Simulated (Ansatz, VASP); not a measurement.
**One calculation of HfN, two programs**

File INCAR:

```
SYSTEM = HfN
PREC     = Accurate       ! precision mode
ENCUT    = 520            ! plane-wave cutoff, eV
EDIFF    = 1E-7           ! SCF threshold, eV
ISMEAR   = -1             ! smearing method
SIGMA    = 0.05           ! smearing width, eV
LREAL    = .FALSE.        ! projectors in reciprocal space
LASPH    = .TRUE.         ! aspherical terms in the spheres
NELM     = 80             ! most SCF steps
ALGO     = Normal         ! electronic algorithm
ISIF     = 2              ! what is computed and relaxed
LWAVE    = .FALSE.        ! write WAVECAR
LCHARG   = .FALSE.        ! write CHGCAR
GGA      = PS             ! functional
NBANDS   = 23             ! bands
```

File KPOINTS:

```
regular mesh
0
G
  8 8 4
  0 0 0
```

File POSCAR:

```
HfN
1.0
    3.1339080219      0.0000000000      0.0000000000
   -1.5669540110      2.7140439601      0.0000000000
    0.0000000000      0.0000000000      5.4167677200
Hf N
2 2
Direct
    0.3333333333      0.6666666667      0.2500000000
    0.6666666667      0.3333333333      0.7500000000
    0.0000000000      0.0000000000      0.5000000000
    0.0000000000      0.0000000000      0.0000000000
```

The input input.yaml:

```yaml
crystal:
  lattice:
    - [3.1339080219, 0.0, 0.0]
    - [-1.566954011, 2.7140439601, 0.0]
    - [0.0, 0.0, 5.41676772]
  atoms:
    - { symbol: Hf, position: [0.3333333333, 0.6666666667, 0.25] }
    - { symbol: Hf, position: [0.6666666667, 0.3333333333, 0.75] }
    - { symbol: "N", position: [0.0, 0.0, 0.5] }
    - { symbol: "N", position: [0.0, 0.0, 0.0] }
kpoints:
  mp_grid: { grid: [8, 8, 4] }
  band_path:
    path:
      - [0.0, 0.0, 0.0]
      - [0.5, 0.0, 0.0]
      - [0.3333333333, 0.3333333333, 0.0]
      - [0.0, 0.0, 0.0]
      - [0.0, 0.0, 0.5]
      - [0.5, 0.0, 0.5]
      - [0.3333333333, 0.3333333333, 0.5]
      - [0.0, 0.0, 0.5]
    npoints: 10
scf:
  occupations: { method: fermi_dirac, width: 0.05 }
hamiltonian:
  xc: pbesol
  pseudopotentials: { kind: all_electron, lapw: { basis_error: 0.002 } }
output:
  forces: true
  stress: true
  eigenvalues: true
```

Alike in both runs: functional PBEsol; k mesh 8 × 8 × 4; occupations fermi-dirac, width 0.05 eV; no spin polarisation.

```csv
,VASP,Ansatz
version,VASP 6.6.1,Ansatz 0.2.0
potentials or method,"VASP PAW PBE potentials, release 64 (Hf_pv, N), cutoff 520 eV","all-electron LAPW, scalar-relativistic"
task,single point,band structure
```

Ansatz gave:

| Item | Value |
| --- | --- |
| gap on the k mesh at the Fermi level (eV) | none |
| pressure (GPa) | -2.1 |
| traceless stress, the component that is largest in VASP (GPa) | -0.24 |

What did VASP give for the same quantities?

gap on the k mesh at the Fermi level (eV): none; pressure (GPa): -4.2; traceless stress, the component that is largest in VASP (GPa): -0.27.

VASP's potentials were made for PBE, not for PBEsol. A gap of «none» marks a metal or a gap that the smearing closes. Ansatz ran all-electron here, and VASP with PAW potentials.

Spin-orbit coupling is off throughout. Noted on Ansatz's run: the k mesh is thin for a metal, which can move the energy by tens of meV per atom.
